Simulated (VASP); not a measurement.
Set up this calculation in VASP 6.6.1, as the native input.

```
Task                   : electric field gradients
Functional             : LDA
Potentials or basis    : VASP PAW LDA potentials, release 64 (La, Tl_d)
Cutoff                 : 520 eV
k mesh                 : 8 × 8 × 8
Occupations            : fermi-dirac, width 0.08 eV
Spin                   : no spin polarisation
Dipole correction      : no
Further INCAR settings : ALGO = Normal; EDIFF = 1e-08; NBANDS = 31
```

The structure of La3Tl lies in POSCAR:

```
La3Tl
1.0
    5.0600000000      0.0253000000      0.0253000000
    0.0253000000      5.0600000000      0.0253000000
    0.0253000000      0.0253000000      5.0600000000
La Tl
3 1
Direct
    0.0000000000      0.5000000000      0.5000000000
    0.5000000000      0.0000000000      0.5000000000
    0.5000000000      0.5000000000      0.0000000000
    0.0000000000      0.0000000000      0.0000000000
```

This cell differs from its parent crystal: equal xy, yz and zx shear strains of +1 %.

One way to write it, as run:

INCAR

```
SYSTEM = La3Tl
PREC = Accurate ; ENCUT = 520
EDIFF = 1E-8 ; ISMEAR = -1
SIGMA = 0.08 ; LREAL = .FALSE.
LASPH = .TRUE. ; NELM = 60
ALGO = Normal ; ISIF = 2
LWAVE = .FALSE. ; LCHARG = .FALSE.
LEFG = .TRUE. ; NBANDS = 31
```

KPOINTS

```
regular mesh
0
G
  8 8 8
  0 0 0
```

Potentials or basis: VASP PAW LDA potentials, release 64 (La, Tl_d).

The run is started by

```console
$ cat potpaw_LDA.64/La/POTCAR potpaw_LDA.64/Tl_d/POTCAR > POTCAR
$ mpirun -np 1 vasp_std > vasp.out
```

It gave:

```json
{
  "Pressure": "-3.6 GPa",
  "Band gap on the k mesh": "zero (bands 23 and 24 overlap by 1.08 eV)",
  "Largest electric field gradient by atom": "La +127.8; Tl +12.4 V/Å²"
}
```

Caveat: the cell differs from its parent crystal (equal xy, yz and zx shear strains of +1 %); the cell stands under tension; without QUAD_EFG the Cq values of the log hold for a quadrupole moment of 1 mb, not for the nuclei; spin-orbit coupling is left out, which moves the levels of the heavy elements.

Run time: 8.9 min on 1 thread of Intel Xeon 8259CL, with other jobs on the host, peak memory 0.39 GiB.
